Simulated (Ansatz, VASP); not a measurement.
## Two plane-wave programs on Al2Au

File INCAR:

```
  PREC = Accurate
  ENCUT = 520
  EDIFF = 1E-6
  ISMEAR = 0
  SIGMA = 0.1
  LREAL = F
  LASPH = T
  NELM = 80
  ALGO = Fast
  ISIF = 2
  LWAVE = F
  LCHARG = T
  GGA = PS
  LELF = T
  LVHAR = T
  NBANDS = 16
```

The input KPOINTS:

```
regular mesh
0
Gamma
  12 12 12
```

The input POSCAR:

```
Al2Au
1.0
    0.0000000000      2.9073300000      2.9073300000
    2.9073300000      0.0000000000      2.9073300000
    2.9073300000      2.9073300000      0.0000000000
Al Au
2 1
Direct
    0.2500000000      0.2500000000      0.2500000000
    0.7500000000      0.7500000000      0.7500000000
    0.0000000000      0.0000000000      0.0000000000
```

Input for Ansatz:

```yaml
crystal:
  lattice:
    - [0.0, 2.90733, 2.90733]
    - [2.90733, 0.0, 2.90733]
    - [2.90733, 2.90733, 0.0]
  atoms:
    - { symbol: Al, position: [0.25, 0.25, 0.25] }
    - { symbol: Al, position: [0.75, 0.75, 0.75] }
    - { symbol: Au, position: [0.0, 0.0, 0.0] }
basis:
  ecutwfc: 420
kpoints:
  mp_grid: { grid: [12, 12, 12] }
hamiltonian:
  xc: pbesol
scf:
  occupations: { method: gaussian, width: 0.1 }
output:
  forces: true
  stress: true
  eigenvalues: true
  populations: true
```

Alike in both runs: task single point; functional PBEsol; k mesh 12 × 12 × 12; occupations gaussian, width 0.1 eV; no spin polarisation.

```csv
,VASP,Ansatz
version,VASP 6.6.1,Ansatz 0.2.0
potentials or method,"VASP PAW PBE potentials, release 64 (Al, Au), cutoff 520 eV","scalar-relativistic, plane waves, PAW"
valence electrons in the cell,17,25
```

```tsv
	VASP	Ansatz	Ansatz less VASP
gap on the k mesh at the Fermi level (eV)	none	none	-
pressure (GPa)	13.5	13.7	+0.24
```

VASP's potentials were made for PBE, not for PBEsol. A gap of «none» marks a metal or a gap that the smearing closes. The functional is the same, so the differences come from potentials, cutoffs and numerics. VASP's potentials hold 17 valence electrons a cell and Ansatz's 25, so a difference there can come from the potentials and not from the codes.

Spin-orbit coupling is off throughout.
